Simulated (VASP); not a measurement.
# Ga (I4/mmm) in VASP: a series of runs

Runs on Ga. Level: LDA. Tasks: electric field gradients.

Program: VASP 6.6.1. These are calculated values, not measurements. Logs are shortened: lines on timing, memory, paths and dates and some standing lists are left out, and cuts for length are marked.

## Step 1: The cell of the first run

It takes space group I4/mmm (No. 139, tetragonal). Conventional cell: a = 2.792 Å, b = 2.792 Å, c = 4.661 Å, α = 90.00°, β = 90.00°, γ = 90.00°. Ga (site symmetry 4/mmm) has 12 Ga at 2.79 to 3.05 Å within 3.7 Å.

## Step 2: Electric field gradients, LDA (volume scaled by 1.025)

INCAR reads:

```
SYSTEM = Ga
PREC = Accurate
ENCUT = 520
EDIFF = 1E-8
ISMEAR = -1
SIGMA = 0.05
LREAL = .FALSE.
LASPH = .TRUE.
NELM = 80
ALGO = Normal
ISIF = 2
LWAVE = .FALSE.
LCHARG = .FALSE.
LEFG = .TRUE.
NBANDS = 12
```

KPOINTS reads:

```
Automatic mesh
0
G
  18 18 18
  0 0 0
```

POSCAR reads:

```
Ga
1.0
   -1.3958405502      1.3958405502      2.3303257262
    1.3958405502     -1.3958405502      2.3303257262
    1.3958405502      1.3958405502     -2.3303257262
Ga
1
Direct
    0.0000000000      0.0000000000      0.0000000000
```

Potentials or basis: VASP PAW LDA potentials, release 64 (Ga_d).

Started as:

```sh
$ cat potpaw_LDA.64/Ga_d/POTCAR > POTCAR
$ mpirun -np 1 vasp_std > vasp.out
```

OUTCAR:

```text
SYSTEM = Ga
   PREC = Accurate
   ENCUT = 520
   EDIFF = 1E-8
   ISMEAR = -1
   LREAL = .FALSE.
   LASPH = .TRUE.
   NELM = 80
   ISIF = 2

 ion  position               nearest neighbor table
   1  0.000  0.000  0.000-

  LATTYP: Found a body centered tetragonal cell.
 ALAT       =     2.7916811004
 C/A-ratio  =     1.6694784557

  Lattice vectors:

 A1 = (  -1.3958405502,   1.3958405502,   2.3303257262)
 A2 = (   1.3958405502,  -1.3958405502,   2.3303257262)
 A3 = (   1.3958405502,   1.3958405502,  -2.3303257262)

Analysis of symmetry for initial positions (statically):
=====================================================================
 Subroutine PRICEL returns:
 Original cell was already a primitive cell.

 Routine SETGRP: Setting up the symmetry group for a
 body centered tetragonal supercell.

 Subroutine GETGRP returns: Found 16 space group operations
 (whereof 16 operations were pure point group operations)
 out of a pool of 16 trial point group operations.

The static configuration has the point symmetry D_4h.

Analysis of symmetry for dynamics (positions and initial velocities):
=====================================================================
 Subroutine PRICEL returns:
 Original cell was already a primitive cell.

 Routine SETGRP: Setting up the symmetry group for a
 body centered tetragonal supercell.

 Subroutine GETGRP returns: Found 16 space group operations
 (whereof 16 operations were pure point group operations)
 out of a pool of 16 trial point group operations.

The dynamic configuration has the point symmetry D_4h.

 Subroutine INISYM returns: Found 16 space group operations
 (whereof 16 operations are pure point group operations),
 and found     1 'primitive' translations

----------------------------------------------------------------------------------------

                                     Primitive cell

  volume of cell :      18.1614

  direct lattice vectors                    reciprocal lattice vectors
    -1.395840550  1.395840550  2.330325726     0.000000000  0.358207103  0.214562280
     1.395840550 -1.395840550  2.330325726     0.358207103  0.000000000  0.214562280
     1.395840550  1.395840550 -2.330325726     0.358207103  0.358207103  0.000000000

  length of vectors
     3.054039894  3.054039894  3.054039894     0.417551554  0.417551554  0.506581343

  position of ions in fractional coordinates (direct lattice)
     0.000000000  0.000000000  0.000000000

  ion indices of the primitive-cell ions
   primitive index   ion index
                 1           1

----------------------------------------------------------------------------------------

 KPOINTS: Automatic mesh

Automatic generation of k-mesh.
 Grid dimensions read from file:
 generate k-points for:   18   18   18

 Generating k-lattice:

  Cartesian coordinates                     Fractional coordinates (reciprocal lattice)
     0.000000000  0.019900395  0.011920127     0.055555556  0.000000000 -0.000000000
     0.019900395  0.000000000  0.011920127     0.000000000  0.055555556 -0.000000000
     0.019900395  0.019900395  0.000000000     0.000000000  0.000000000  0.055555556

  Length of vectors
     0.023197309  0.023197309  0.028143408

  Shift w.r.t. Gamma in fractional coordinates (k-lattice)
     0.000000000  0.000000000  0.000000000

 Subroutine IBZKPT returns following result:
 ===========================================

 Found    480 irreducible k-points:

 Following reciprocal coordinates:
            Coordinates               Weight
  0.000000  0.000000  0.000000      1.000000
  0.055556 -0.000000  0.000000      8.000000
  0.111111 -0.000000  0.000000      8.000000
  0.166667  0.000000 -0.000000      8.000000
  0.222222  0.000000 -0.000000      8.000000
  0.277778 -0.000000  0.000000      8.000000
[... 16 lines left out ...]
 -0.277778  0.055556 -0.000000     16.000000
 -0.222222  0.055556  0.000000     16.000000
 [... further k-points ...]
   k-points           NKPTS =    480   k-points in BZ     NKDIM =    480   number of bands    NBANDS=     12
   number of dos      NEDOS =    301   number of ions     NIONS =      1
   total plane-waves  NPLWV =  13824
   dimension x,y,z NGX =    24 NGY =   24 NGZ =   24
   dimension x,y,z NGXF=    48 NGYF=   48 NGZF=   48
   ions per type =               1
   NGX,Y,Z   is equivalent  to a cutoff of  13.06, 13.06, 13.06 a.u.
   NGXF,Y,Z  is equivalent  to a cutoff of  26.13, 26.13, 26.13 a.u.
 SYSTEM =  Ga
   PREC   = accura    normal or accurate (medium, high low for compatibility)
   ISTART =      0    job   : 0-new  1-cont  2-samecut
   ICHARG =      2    charge: 1-file 2-atom 10-const
   ISPIN  =      1    spin polarized calculation?
   LNONCOLLINEAR =      F non collinear calculations
   LSORBIT =      F    spin-orbit coupling
   LASPH  =      T    aspherical Exc in radial PAW
   ENCUT  =  520.0 eV  38.22 Ry    6.18 a.u.   5.68  5.68  5.68*2*pi/ulx,y,z
   NELM   =     80;   NELMIN=  2; NELMDL= -5     # of ELM steps
   EDIFF  = 0.1E-07   stopping-criterion for ELM
   LREAL  =      F    real-space projection
   EDIFFG = 0.1E-06   stopping-criterion for IOM
   NSW    =      0    number of steps for IOM
   IBRION =     -1    ionic relax: 0-MD 1-quasi-New 2-CG
   NFREE  =      0    steps in history (QN), initial steepest desc. (CG)
   ISIF   =      2    stress and relaxation
   ISYM   =      2    0-nonsym 1-usesym 2-fastsym
   POTIM  = 0.5000    time-step for ionic-motion
   TEBEG  =    0.0;   TEEND  =   0.0 temperature during run
   PSTRESS=    0.0 pullay stress
   NELECT =      13.0000    total number of electrons
   NUPDOWN=      -1.0000    fix difference up-down
   EMIN   =  10.00;   EMAX   =-10.00  energy-range for DOS
   EFERMI =   0.00;   METHOD = LEGACY
   ISMEAR =    -1;   SIGMA  =   0.05  broadening in eV -4-tet -1-fermi 0-gaus
   EFERMI_NEDOS =   21; number of points for ismear=-14 and -15
   IALGO  =     38    algorithm
   IMIX   =      4    mixing-type and parameters
     AMIX     =   0.40;   BMIX     =  1.00
     AMIX_MAG =   1.60;   BMIX_MAG =  1.00
  volume/ion in A,a.u.               =      18.16       122.56
  Fermi-wavevector in a.u.,A,eV,Ry     =   1.464445  2.767401 29.179061  2.144600
  Thomas-Fermi vector in A             =   2.580421
   LORBIT       =      0    0 simple, 1 ext, 2 COOP (PROOUT), +10 PAW based schemes
   GGA     = CA    functional components
   LHFCALC =     F    Hartree Fock is set to
   AEXX    =    0.0000 exact exchange contribution
   IVDW    =     0    specifies the selected vdW correction
   LEPSILON=     F    determine dielectric tensor
   LRPA    =     F    only Hartree local field effects (RPA)
 non-spin polarized calculation
  energy-cutoff  :      520.00
  volume of cell :       18.16
 maximum number of plane-waves:       512
   NGX = 11   NGY = 11   NGZ = 11

 number of electron      12.9999997 magnetization

 Free energy of the ion-electron system (eV)
  ---------------------------------------------------
  ext. energy  EPLUGINS =         0.00000000
  ---------------------------------------------------
  free energy    TOTEN  =        -3.55277472 eV

  energy without entropy =       -3.54936990  energy(sigma->0) =       -3.55107231

 E-fermi :   5.6029     XC(G=0): -11.5208

 val. band max:        5.5961649929   @ k =  -0.2778   0.3889   0.2778
 cond. band min:       5.6180250278   @ k =   0.3333   0.2222  -0.0000
 fundamental gap:      0.0218600348
 Fermi energy:         5.6028504659

 k-point     1 :       0.0000    0.0000    0.0000
  band No.  band energies     occupation
      1      -9.4958      2.00000
      2      -9.3454      2.00000
      3      -9.3108      2.00000
      4      -9.3108      2.00000
      5      -9.1570      2.00000
      6      -5.6859      2.00000
      7      17.8423      0.00000
      8      18.2195      0.00000
      9      18.2195      0.00000
     10      21.8250      0.00000
     11      22.2374      0.00000
     12      22.7842      0.00000

 k-point     2 :       0.0556   -0.0000    0.0000
  band No.  band energies     occupation
      1      -9.4903      2.00000
      2      -9.3437      2.00000
      3      -9.3127      2.00000
      4      -9.3076      2.00000
      5      -9.1597      2.00000
      6      -5.6038      2.00000
      7      17.1248      0.00000
      8      17.6448      0.00000
      9      18.1525      0.00000
     10      21.2005      0.00000
     11      22.1486      0.00000
     12      22.9947      0.00000
[... 316 lines left out ...]
 k-point    24 :      -0.2222    0.0556    0.0000
  band No.  band energies     occupation
      1      -9.4361      2.00000
      2      -9.3665      2.00000
      3      -9.2859      2.00000
      4      -9.2682      2.00000
      5      -9.1947      2.00000
      6      -4.4493      2.00000
      7      11.2103      0.00000
      8      15.0757      0.00000
      9      17.4313      0.00000
     10      19.5589      0.00000
     11      21.8856      0.00000
     12      24.2327      0.00000

 [... further k-points ...]
[... 5 lines left out ...]
  --------------------------------------------------------------------------------------
  -------------------------------------------------------------------------------------
  Total       -0.3042109     -0.3042109     -0.4458586      0.0000000     -0.0000000      0.0000000
  in kB      -26.8371965    -26.8371965    -39.3332230      0.0000000     -0.0000000      0.0000000
  external PRESSURE =     -31.0025387 kB  Pullay stress =       0.0000000 kB

 VOLUME and BASIS-vectors are now :
 -----------------------------------------------------------------------------
  energy-cutoff  :      520.00
  volume of cell :       18.16
      direct lattice vectors                 reciprocal lattice vectors
    -1.395840550  1.395840550  2.330325726     0.000000000  0.358207103  0.214562280
     1.395840550 -1.395840550  2.330325726     0.358207103  0.000000000  0.214562280
     1.395840550  1.395840550 -2.330325726     0.358207103  0.358207103  0.000000000

 POSITION                                       TOTAL-FORCE (eV/Angst)
 -----------------------------------------------------------------------------------
      0.00000      0.00000      0.00000        -0.000000     -0.000000     -0.000000
 -----------------------------------------------------------------------------------
    total drift:                               -0.000000      0.000000      0.000000

  FREE ENERGIE OF THE ION-ELECTRON SYSTEM (eV)
  ---------------------------------------------------
  free  energy   TOTEN  =        -3.5527747165 eV

  energy  without entropy=       -3.5493699001  energy(sigma->0) =       -3.55107231

 Electric field gradients (V/A^2)
---------------------------------------------------------------------
 ion       V_xx      V_yy      V_zz      V_xy      V_xz      V_yz
---------------------------------------------------------------------
   1     -14.554   -14.554    29.108    -0.003    -0.001    -0.001
---------------------------------------------------------------------

 Electric field gradients after diagonalization (V/A^2)
 (convention: |V_zz| > |V_xx| > |V_yy|)
----------------------------------------------------------------------
 ion       V_xx      V_yy      V_zz     asymmetry (V_yy - V_xx)/ V_zz
----------------------------------------------------------------------
   1     -14.557   -14.551    29.108       0.000
----------------------------------------------------------------------

           NMR quadrupolar parameters

 Cq : quadrupolar parameter    Cq=e*Q*V_zz/h
 eta: asymmetry parameters     (V_yy - V_xx)/ V_zz
 Q  : nuclear electric quadrupole moment in mb (millibarn)
----------------------------------------------------------------------
 ion       Cq(MHz)       eta       Q (mb)
----------------------------------------------------------------------
   1       0.070       0.000       1.000
----------------------------------------------------------------------
```

It took 94 s on 1 thread of AMD EPYC 7R13 (Zen 3), shared host; peak memory 0.18 GiB.

Results:

```
Free energy : -3.5528 eV
Pressure    : -3.1 GPa
```

Electric field gradients, principal values (V/Å²):
```
atom    least   middle  greatest (by size)
1 Ga  -14.551  -14.557              29.108
```

Caveat: without QUAD_EFG the Cq values of the log hold for a quadrupole moment of 1 mb, not for the nuclei.

## Step 3: Electric field gradients, LDA (volume scaled by 1.05)

INCAR reads:

```
SYSTEM = Ga
ALGO = Normal ; EDIFF = 1E-8
ENCUT = 520 ; ISIF = 2
ISMEAR = -1 ; LASPH = .TRUE.
LCHARG = .FALSE. ; LEFG = .TRUE.
LREAL = .FALSE. ; LWAVE = .FALSE.
NBANDS = 12 ; NELM = 60
PREC = Accurate ; SIGMA = 0.05
```

KPOINTS reads:

```
k-points
0
G
  18 18 18
  0 0 0
```

POSCAR reads:

```
Ga
1.0
   -1.4070978150      1.4070978150      2.3491194872
    1.4070978150     -1.4070978150      2.3491194872
    1.4070978150      1.4070978150     -2.3491194872
Ga
1
Direct
    0.0000000000      0.0000000000      0.0000000000
```

Potentials or basis: VASP PAW LDA potentials, release 64 (Ga_d).

Started as:

```sh
$ cat potpaw_LDA.64/Ga_d/POTCAR > POTCAR
$ mpirun -np 1 vasp_std > vasp.out
```

OUTCAR:

```text
SYSTEM = Ga
   EDIFF = 1E-8
   ENCUT = 520
   ISIF = 2
   ISMEAR = -1
   LASPH = .TRUE.
   LREAL = .FALSE.
   NELM = 60
   PREC = Accurate

 ion  position               nearest neighbor table
   1  0.000  0.000  0.000-

  LATTYP: Found a body centered tetragonal cell.
 ALAT       =     2.8141956300
 C/A-ratio  =     1.6694784557

  Lattice vectors:

 A1 = (  -1.4070978150,   1.4070978150,   2.3491194872)
 A2 = (   1.4070978150,  -1.4070978150,   2.3491194872)
 A3 = (   1.4070978150,   1.4070978150,  -2.3491194872)

Analysis of symmetry for initial positions (statically):
=====================================================================
 Subroutine PRICEL returns:
 Original cell was already a primitive cell.

 Routine SETGRP: Setting up the symmetry group for a
 body centered tetragonal supercell.

 Subroutine GETGRP returns: Found 16 space group operations
 (whereof 16 operations were pure point group operations)
 out of a pool of 16 trial point group operations.

The static configuration has the point symmetry D_4h.

Analysis of symmetry for dynamics (positions and initial velocities):
=====================================================================
 Subroutine PRICEL returns:
 Original cell was already a primitive cell.

 Routine SETGRP: Setting up the symmetry group for a
 body centered tetragonal supercell.

 Subroutine GETGRP returns: Found 16 space group operations
 (whereof 16 operations were pure point group operations)
 out of a pool of 16 trial point group operations.

The dynamic configuration has the point symmetry D_4h.

 Subroutine INISYM returns: Found 16 space group operations
[... 151 lines left out ...]
      1      -9.6956      2.00000
      2      -9.5544      2.00000
      3      -9.5212      2.00000
      4      -9.5212      2.00000
      5      -9.3757      2.00000
      6      -5.7288      2.00000
      7      17.3261      0.00000
      8      17.7201      0.00000
      9      17.7201      0.00000
     10      21.3657      0.00000
     11      21.8678      0.00000
     12      22.3315      0.00000
[... 331 lines left out ...]
 k-point    24 :      -0.2222    0.0556    0.0000
  band No.  band energies     occupation
      1      -9.6387      2.00000
      2      -9.5730      2.00000
      3      -9.4977      2.00000
      4      -9.4812      2.00000
      5      -9.4112      2.00000
      6      -4.5150      2.00000
      7      10.8722      0.00000
      8      14.6644      0.00000
      9      16.9642      0.00000
     10      19.1236      0.00000
     11      21.4553      0.00000
     12      23.7422      0.00000

 [... further k-points ...]
[... 5 lines left out ...]
  --------------------------------------------------------------------------------------
  -------------------------------------------------------------------------------------
  Total       -0.4470233     -0.4470233     -0.5778358      0.0000000     -0.0000000      0.0000000
  in kB      -38.4970188    -38.4970188    -49.7624053      0.0000000     -0.0000000      0.0000000
  external PRESSURE =     -42.2521477 kB  Pullay stress =       0.0000000 kB

 VOLUME and BASIS-vectors are now :
 -----------------------------------------------------------------------------
  energy-cutoff  :      520.00
  volume of cell :       18.60
      direct lattice vectors                 reciprocal lattice vectors
    -1.407097815  1.407097815  2.349119487     0.000000000  0.355341324  0.212845708
     1.407097815 -1.407097815  2.349119487     0.355341324  0.000000000  0.212845708
     1.407097815  1.407097815 -2.349119487     0.355341324  0.355341324  0.000000000

 POSITION                                       TOTAL-FORCE (eV/Angst)
 -----------------------------------------------------------------------------------
      0.00000      0.00000      0.00000        -0.000000     -0.000000     -0.000000
 -----------------------------------------------------------------------------------
    total drift:                               -0.000000      0.000000      0.000000

  FREE ENERGIE OF THE ION-ELECTRON SYSTEM (eV)
  ---------------------------------------------------
  free  energy   TOTEN  =        -3.5426571288 eV

  energy  without entropy=       -3.5392391464  energy(sigma->0) =       -3.54094814

 Electric field gradients (V/A^2)
---------------------------------------------------------------------
 ion       V_xx      V_yy      V_zz      V_xy      V_xz      V_yz
---------------------------------------------------------------------
   1     -14.175   -14.175    28.349    -0.002    -0.000    -0.000
---------------------------------------------------------------------

 Electric field gradients after diagonalization (V/A^2)
 (convention: |V_zz| > |V_xx| > |V_yy|)
----------------------------------------------------------------------
 ion       V_xx      V_yy      V_zz     asymmetry (V_yy - V_xx)/ V_zz
----------------------------------------------------------------------
   1     -14.177   -14.172    28.349       0.000
----------------------------------------------------------------------

           NMR quadrupolar parameters

 Cq : quadrupolar parameter    Cq=e*Q*V_zz/h
 eta: asymmetry parameters     (V_yy - V_xx)/ V_zz
 Q  : nuclear electric quadrupole moment in mb (millibarn)
----------------------------------------------------------------------
 ion       Cq(MHz)       eta       Q (mb)
----------------------------------------------------------------------
   1       0.069       0.000       1.000
----------------------------------------------------------------------
```

stdout:

```text
POSCAR found type information on POSCAR Ga
 POSCAR found :  1 types and       1 ions
 scaLAPACK will be used
 LDA part: xc-table for (Slater(with rela. corr.)+CA(PZ))
 , standard interpolation
 POSCAR, INCAR and KPOINTS ok, starting setup
 FFT: planning ... GRIDC
 FFT: planning ... GRID_SOFT
 FFT: planning ... GRID
 WAVECAR not read
 entering main loop
ion   1
```

Wall time 1.9 min (1 thread of AMD EPYC 7R13 (Zen 3), shared host); peak memory 0.18 GiB.

Results:

| Item | Value |
| --- | --- |
| Free energy | -3.5427 eV |
| Pressure | -4.2 GPa |

Stress tensor (GPa, compression positive):
```
-3.85  0.00  0.00
 0.00 -3.85  0.00
 0.00  0.00 -4.98
```

Electric field gradients, principal values (V/Å²):
| atom | least | middle | greatest (by size) |
| --- | --- | --- | --- |
| 1 Ga | -14.172 | -14.177 | 28.349 |

Caveat: without QUAD_EFG the Cq values of the log hold for a quadrupole moment of 1 mb, not for the nuclei.

(Continued in part 2 of 2.)
